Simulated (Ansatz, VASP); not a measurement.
SiC3: VASP beside Ansatz

```xyz
4
Lattice="2.8202 0.0000 0.0000 0.0000 2.8202 0.0000 0.0000 0.0000 4.1248" Properties=species:S:1:pos:R:3 pbc="T T T"
C     1.4101    0.0000    3.2401
C     1.4101    1.4101    0.0000
C     0.0000    1.4101    0.8847
Si    0.0000    0.0000    2.0624
```

Change from the starting cell: hydrostatic strain +0.9%.

Alike in both runs: task single point; functional PBE; k mesh 10 × 10 × 6; occupations fermi-dirac, width 0.02 eV; no spin polarisation.

```csv
,VASP,Ansatz
version,VASP 6.6.1,Ansatz 0.2.0
potentials or method,"VASP PAW PBE potentials, release 64 (C, Si)","plane waves, PAW"
plane-wave cutoff (eV),520,420
valence electrons in the cell,16,16
```

```csv
,VASP,Ansatz,Ansatz less VASP
gap on the k mesh at the Fermi level (eV),1.44,1.44,+0.005
pressure (GPa),-3.7,-3.7,-0.02
"traceless stress, the component that is largest in VASP (GPa)",-0.14,-0.07,+0.072
rms of the force components (eV/Å),0.129,0.135,+0.0064
```

Atom by atom the forces differ by 0.006 eV/Å (rms over components).
